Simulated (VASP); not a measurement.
# MgCd2O3 (Cmc2_1) in VASP: notebook

MgCd2O3 is run at these levels: PBE, r2SCAN; tasks: single point.

Everything below comes from runs of VASP 6.6.1. Logs are shortened: lines on timing, memory, paths and dates and some standing lists are left out, and cuts for length are marked.

## Step 1: The cell of the first run

It takes space group Cmc2_1 (No. 36, orthorhombic). The conventional cell has a = 10.638 Å, b = 6.132 Å, c = 5.561 Å, α = 90.00°, β = 90.00°, γ = 90.00°. Within 2.6 Å of Mg (site symmetry m) lie 4 O at 1.99 Å. Cd (site symmetry 1) has 4 O at 2.22 to 2.25 Å within 2.9 Å. Within 2.6 Å of O (site symmetry 1) lie 1 Mg at 1.99 Å and 3 Cd at 2.22 to 2.25 Å. Within 2.6 Å of O (site symmetry m) lie 2 Mg at 1.99 Å and 2 Cd at 2.22 Å.

## Step 2: Single point, PBE

INCAR

```
SYSTEM = MgCd2O3
  PREC = Accurate
  ENCUT = 520
  EDIFF = 1E-7
  ISMEAR = 0
  SIGMA = 0.02
  LREAL = .FALSE.
  LASPH = .TRUE.
  NELM = 60
  ALGO = Normal
  ISIF = 2
  LWAVE = .FALSE.
  LCHARG = .TRUE.
  GGA = PE
  LELF = .TRUE.
  LVHAR = .TRUE.
  NBANDS = 56
```

KPOINTS

```
Automatic mesh
0
G
  6 6 6
  0 0 0
```

POSCAR

```
MgCd2O3
1.0
    5.3188020547     -3.0659003670      0.0000000000
    5.3188020547      3.0659003670      0.0000000000
    0.0000000000      0.0000000000      5.5609644282
Mg Cd O
2 4 6
Direct
    0.8390881793      0.1609118207      0.0041892400
    0.1609118207      0.8390881793      0.5041892400
    0.5096486675      0.1648678958      0.4962052992
    0.8351321042      0.4903513325      0.4962052992
    0.4903513325      0.8351321042      0.9962052992
    0.1648678958      0.5096486675      0.9962052992
    0.5254864112      0.1675202091      0.9009977014
    0.8324797909      0.4745135888      0.9009977014
    0.8634873153      0.1365126847      0.3614047590
    0.1675202091      0.5254864112      0.4009977014
    0.4745135888      0.8324797909      0.4009977014
    0.1365126847      0.8634873153      0.8614047590
```

Potentials or basis: VASP PAW PBE potentials, release 64 (Mg, Cd, O).

Started as:

```bash
> cat potpaw_PBE.64/Mg/POTCAR potpaw_PBE.64/Cd/POTCAR potpaw_PBE.64/O/POTCAR > POTCAR
> mpirun -np 1 vasp_std > vasp.out
```

OUTCAR:

```text
SYSTEM = MgCd2O3
   PREC = Accurate
   ENCUT = 520
   EDIFF = 1E-7
   ISMEAR = 0
   LREAL = .FALSE.
   LASPH = .TRUE.
   NELM = 60
   ISIF = 2
   GGA = PE

 ion  position               nearest neighbor table
   1  0.839  0.161  0.004-  12 1.99   8 1.99   7 1.99   9 1.99   3 3.40   4 3.40   2 3.41   2 3.41
                             5 3.46   6 3.46   4 3.47   3 3.47   5 3.58   6 3.58   6 3.59   5 3.59
   2  0.161  0.839  0.504-   9 1.99  10 1.99  11 1.99  12 1.99   5 3.40   6 3.40   1 3.41   1 3.41
                             4 3.46   3 3.46   6 3.47   5 3.47   3 3.58   4 3.58   4 3.59   3 3.59
   3  0.510  0.165  0.496-   9 2.22  11 2.22  10 2.22   7 2.25   1 3.40   2 3.46   4 3.46   1 3.47
                             5 3.48   5 3.48   6 3.49   6 3.49   2 3.58   4 3.58   4 3.58   2 3.59
   4  0.835  0.490  0.496-   9 2.22  10 2.22  11 2.22   8 2.25   1 3.40   2 3.46   3 3.46   1 3.47
                             6 3.48   6 3.48   5 3.49   5 3.49   2 3.58   3 3.58   3 3.58   2 3.59
   5  0.490  0.835  0.996-  12 2.22   7 2.22   8 2.22  11 2.25   2 3.40   1 3.46   6 3.46   2 3.47
                             3 3.48   3 3.48   4 3.49   4 3.49   1 3.58   6 3.58   6 3.58   1 3.59
   6  0.165  0.510  0.996-  12 2.22   8 2.22   7 2.22  10 2.25   2 3.40   1 3.46   5 3.46   2 3.47
                             4 3.48   4 3.48   3 3.49   3 3.49   1 3.58   5 3.58   5 3.58   1 3.59
   7  0.525  0.168  0.901-   1 1.99   5 2.22   6 2.22   3 2.25
   8  0.832  0.475  0.901-   1 1.99   6 2.22   5 2.22   4 2.25
   9  0.863  0.137  0.361-   2 1.99   1 1.99   3 2.22   4 2.22
  10  0.168  0.525  0.401-   2 1.99   4 2.22   3 2.22   6 2.25
  11  0.475  0.832  0.401-   2 1.99   3 2.22   4 2.22   5 2.25
  12  0.137  0.863  0.861-   1 1.99   2 1.99   5 2.22   6 2.22

  LATTYP: Found a base centered orthorhombic cell.
 ALAT       =     6.1318007340
 B/A-ratio  =     1.7348254731
 C/A-ratio  =     0.9069056007

  Lattice vectors:

 A1 = (  -5.3188020547,  -3.0659003670,   0.0000000000)
 A2 = (   5.3188020547,  -3.0659003670,   0.0000000000)
 A3 = (   0.0000000000,   0.0000000000,   5.5609644282)

Analysis of symmetry for initial positions (statically):
=====================================================================
 Subroutine PRICEL returns:
 Original cell was already a primitive cell.

 Routine SETGRP: Setting up the symmetry group for a
 base centered orthorhombic supercell.

 Subroutine GETGRP returns: Found  4 space group operations
 (whereof  2 operations were pure point group operations)
 out of a pool of  8 trial point group operations.

The static configuration has the point symmetry C_1h.
 The point group associated with its full space group is C_2v.

Analysis of symmetry for dynamics (positions and initial velocities):
=====================================================================
 Subroutine PRICEL returns:
 Original cell was already a primitive cell.
[... 149 lines left out ...]
     AMIX_MAG =   1.60;   BMIX_MAG =  1.00
  volume/ion in A,a.u.               =      15.11       101.99
  Fermi-wavevector in a.u.,A,eV,Ry     =   1.286427  2.430994 22.516197  1.654894
  Thomas-Fermi vector in A             =   2.418502
   LORBIT       =      0    0 simple, 1 ext, 2 COOP (PROOUT), +10 PAW based schemes
   GGA     = PE    functional components
   LHFCALC =     F    Hartree Fock is set to
   AEXX    =    0.0000 exact exchange contribution
   IVDW    =     0    specifies the selected vdW correction
   LEPSILON=     F    determine dielectric tensor
   LRPA    =     F    only Hartree local field effects (RPA)
 non-spin polarized calculation
 Gauss-broadening in eV      SIGMA  =   0.02
  energy-cutoff  :      520.00
  volume of cell :      181.36
 maximum number of plane-waves:      4916
 NGX is ok and might be reduce to    48
   NGX = 23   NGY = 23   NGZ = 21

 number of electron      88.0000008 magnetization

 Free energy of the ion-electron system (eV)
  ---------------------------------------------------
  ext. energy  EPLUGINS =         0.00000000
  ---------------------------------------------------
  free energy    TOTEN  =       -54.41744841 eV

  energy without entropy =      -54.41744841  energy(sigma->0) =      -54.41744841

 E-fermi :   0.3642     XC(G=0):  -9.9668

 val. band max:        0.2816373141   @ k =   0.0000   0.0000   0.0000
 cond. band min:       1.1246858462   @ k =   0.0000   0.0000   0.0000
 fundamental gap:      0.8430485320
 Fermi energy:         0.3641822846

 k-point     1 :       0.0000    0.0000    0.0000
  band No.  band energies     occupation
      1     -16.0880      2.00000
      2     -15.7141      2.00000
      3     -15.6371      2.00000
      4     -15.6332      2.00000
      5     -15.6178      2.00000
      6     -15.5925      2.00000
[... 1405 lines left out ...]
     55       9.7214      0.00000
     56      10.1395      0.00000

 [... further k-points ...]

------------------------ aborting loop because EDIFF is reached ----------------------------------------

  FORCE on cell =-STRESS in cart. coord.  units (eV):
  Direction    XX          YY          ZZ          XY          YZ          ZX
  --------------------------------------------------------------------------------------
  -------------------------------------------------------------------------------------
  Total        0.8294852      0.8281000      0.7271371      0.0000000      0.0000000      0.0000000
  in kB        7.3276922      7.3154562      6.4235473      0.0000000      0.0000000      0.0000000
  external PRESSURE =       7.0222319 kB  Pullay stress =       0.0000000 kB

 VOLUME and BASIS-vectors are now :
 -----------------------------------------------------------------------------
  energy-cutoff  :      520.00
  volume of cell :      181.36
      direct lattice vectors                 reciprocal lattice vectors
     5.318802055 -3.065900367  0.000000000     0.094006130 -0.163084230  0.000000000
     5.318802055  3.065900367  0.000000000     0.094006130  0.163084230  0.000000000
     0.000000000  0.000000000  5.560964428     0.000000000  0.000000000  0.179824923

 POSITION                                       TOTAL-FORCE (eV/Angst)
 -----------------------------------------------------------------------------------
      5.31880     -2.07922      0.02330        -0.000000     -0.000116     -0.004030
      5.31880      2.07922      2.80378        -0.000000      0.000116     -0.004030
      3.58762     -1.05706      2.75938         0.003926     -0.003234      0.002116
      7.04998     -1.05706      2.75938        -0.003926     -0.003234      0.002116
      7.04998      1.05706      5.53986        -0.003926      0.003234      0.002116
      3.58762      1.05706      5.53986         0.003926      0.003234      0.002116
      3.68597     -1.09749      5.01042         0.086773     -0.053256      0.030331
      6.95164     -1.09749      5.01042        -0.086773     -0.053256      0.030331
      5.31880     -2.22883      2.00976        -0.000000     -0.092541     -0.060865
      3.68597      1.09749      2.22993         0.086773      0.053256      0.030331
      6.95164      1.09749      2.22993        -0.086773      0.053256      0.030331
      5.31880      2.22883      4.79024        -0.000000      0.092541     -0.060865
 -----------------------------------------------------------------------------------
    total drift:                                0.000001     -0.000000      0.002188

  FREE ENERGIE OF THE ION-ELECTRON SYSTEM (eV)
  ---------------------------------------------------
  free  energy   TOTEN  =       -54.4174484060 eV

  energy  without entropy=      -54.4174484060  energy(sigma->0) =      -54.41744841
```

stdout:

```text
POSCAR found type information on POSCAR MgCdO
 POSCAR found :  3 types and      12 ions
 scaLAPACK will be used
 LDA part: xc-table for (Slater+PW92), standard interpolation
 POSCAR, INCAR and KPOINTS ok, starting setup
 FFT: planning ... GRIDC
 FFT: planning ... GRID_SOFT
 FFT: planning ... GRID
 WAVECAR not read
 entering main loop
```

It took 5.2 min on 1 thread of AMD EPYC 9R45 (Zen 5), shared host; peak memory 0.54 GiB.

Results:

```
Free energy            : -54.4174 eV
Pressure               : 0.7 GPa
Largest force          : 0.111 eV/Å
Band gap on the k mesh : 0.84 eV
```

Forces in eV/Å, atoms in the order of the input:
```
Mg   0.000  0.000 -0.004
Mg   0.000  0.000 -0.004
Cd   0.004 -0.003  0.002
Cd  -0.004 -0.003  0.002
Cd  -0.004  0.003  0.002
Cd   0.004  0.003  0.002
O    0.087 -0.053  0.030
O   -0.087 -0.053  0.030
O    0.000 -0.093 -0.061
O    0.087  0.053  0.030
O   -0.087  0.053  0.030
O    0.000  0.093 -0.061
```

Levels at points of the mesh, in eV from the valence-band top:
```tsv
k point	band 42	band 43	band 44	band 45	band 46	band 47
(0.00, 0.00, 0.00)	-0.09	-0.01	0.00	0.84	4.77	6.19
(0.50, 0.00, 0.00)	-0.41	-0.34	-0.30	3.28	3.43	5.32
(0.50, 0.50, 0.00)	-0.52	-0.29	-0.24	3.19	3.64	4.96
(0.00, 0.00, 0.50)	-0.20	-0.14	-0.14	3.15	3.15	7.01
(0.50, 0.00, 0.50)	-0.52	-0.46	-0.46	4.47	4.47	4.67
(0.50, 0.50, 0.50)	-0.53	-0.40	-0.40	4.39	4.39	4.83
```

## Step 3: Single point, r2SCAN

POSCAR is that of step 2.

INCAR.step1

```
  PREC = Accurate
  ENCUT = 520
  ISMEAR = 0
  SIGMA = 0.02
  LREAL = False
  LASPH = True
  NELM = 80
  NBANDS = 56
  GGA = PE
  ALGO = Normal
  EDIFF = 1E-4
  LWAVE = True
  LCHARG = False
```

INCAR.step2

```
  PREC = Accurate
  ENCUT = 520
  EDIFF = 1E-7
  ISMEAR = 0
  SIGMA = 0.02
  LREAL = False
  LASPH = True
  NELM = 80
  ALGO = Normal
  ISIF = 2
  LWAVE = False
  LCHARG = False
  METAGGA = R2SCAN
  LMIXTAU = True
  NBANDS = 56
  ISTART = 1
```

KPOINTS

```
Automatic mesh
0
Gamma
  6 6 6
```

Potentials or basis: VASP PAW PBE potentials, release 64 (Mg, Cd, O).

Started as:

```bash
> cat potpaw_PBE.64/Mg/POTCAR potpaw_PBE.64/Cd/POTCAR potpaw_PBE.64/O/POTCAR > POTCAR
> cp INCAR.step1 INCAR
> mpirun -np 1 vasp_std > vasp.out
> cp INCAR.step2 INCAR
> mpirun -np 1 vasp_std > vasp.out
```

Run time: 35 min. Hardware: 1 thread of Oxide Virtual Turin-like, shared host; peak memory 0.59 GiB.

Results (log left out):

```yaml
Free_energy: -145.4700 eV
Pressure: -3.0 GPa
Largest_force: 0.104 eV/Å
Band_gap_on_the_k_mesh: 1.22 eV
```

Forces on the atoms (eV/Å):
```
Mg   0.000 -0.008 -0.014
Mg   0.000  0.008 -0.014
Cd   0.002 -0.001  0.002
Cd  -0.002 -0.001  0.002
Cd  -0.002  0.001  0.002
Cd   0.002  0.001  0.002
O    0.084 -0.051  0.036
O   -0.084 -0.051  0.036
O    0.000 -0.073 -0.061
O    0.084  0.051  0.036
O   -0.084  0.051  0.036
O    0.000  0.073 -0.061
```

Stress tensor (GPa, compression positive):
```
-2.90  0.00  0.00
 0.00 -2.89  0.00
 0.00  0.00 -3.12
```

Levels at points of the mesh, in eV from the valence-band top:
```
           k point  band 42  band 43  band 44  band 45  band 46  band 47
(0.00, 0.00, 0.00)    -0.09    -0.01     0.00     1.22     5.33     6.79
(0.50, 0.00, 0.00)    -0.41    -0.34    -0.29     3.68     3.86     5.89
(0.50, 0.50, 0.00)    -0.54    -0.28    -0.23     3.59     4.09     5.51
(0.00, 0.00, 0.50)    -0.20    -0.14    -0.14     3.56     3.56     7.67
(0.50, 0.00, 0.50)    -0.52    -0.46    -0.46     4.93     4.93     5.14
(0.50, 0.50, 0.50)    -0.54    -0.39    -0.39     4.85     4.85     5.31
```

Caveat: the PAW data sets were made with another functional, which shifts forces and pressure a little. A k mesh can miss the band edges.
